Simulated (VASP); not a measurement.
Wanted: the native input for a VASP 6.6.1 run.

```
Task                   : electric field gradients
Functional             : PBEsol
Potentials or basis    : VASP PAW PBE potentials, release 64 (Eu)
Cutoff                 : 520 eV
k mesh                 : 10 × 10 × 10
Occupations            : fermi-dirac, width 0.05 eV
Spin                   : collinear spin, ferromagnetic start
Starting moments       : [7.0] μB
Dipole correction      : no
Further INCAR settings : ALGO = Normal; EDIFF = 1e-08; NBANDS = 18
```

The structure of Eu lies in POSCAR:

```
Eu
1.0
   -2.2057631598      2.2057631598      2.2057631598
    2.2057631598     -2.2057631598      2.2057631598
    2.2057631598      2.2057631598     -2.2057631598
Eu
1
Direct
    0.0000000000      0.0000000000      0.0000000000
```

This cell differs from its parent crystal: volume scaled by 0.95.

One way to write it, as run:

INCAR

```
PREC = Accurate
ENCUT = 520
EDIFF = 1E-8
ISMEAR = -1
SIGMA = 0.05
LREAL = F
LASPH = T
NELM = 150
ALGO = Normal
ISIF = 2
LWAVE = F
LCHARG = F
ISPIN = 2
MAGMOM = 7
LORBIT = 11
LMAXMIX = 6
GGA = PS
LEFG = T
NBANDS = 18
```

KPOINTS

```
regular mesh
0
Gamma
  10 10 10
```

Potentials or basis: VASP PAW PBE potentials, release 64 (Eu).

Command:

```sh
$ cat potpaw_PBE.64/Eu/POTCAR > POTCAR
$ mpirun -np 1 vasp_std > vasp.out
```

It gave:

The pressure is -1.9 GPa. The net moment is 7.33 μB per cell, the site moments are Eu +6.69 μB and the valence electrons inside the program's atomic spheres are Eu 14.69.

Caveat: without QUAD_EFG the Cq values of the log hold for a quadrupole moment of 1 mb, not for the nuclei; the PAW data sets were made with another functional, which shifts forces and pressure a little.

Run time: 89 s on 1 thread of Intel(R) Xeon(R) 6975P-C (Granite Rapids), with other jobs on the host, peak memory 0.21 GiB.
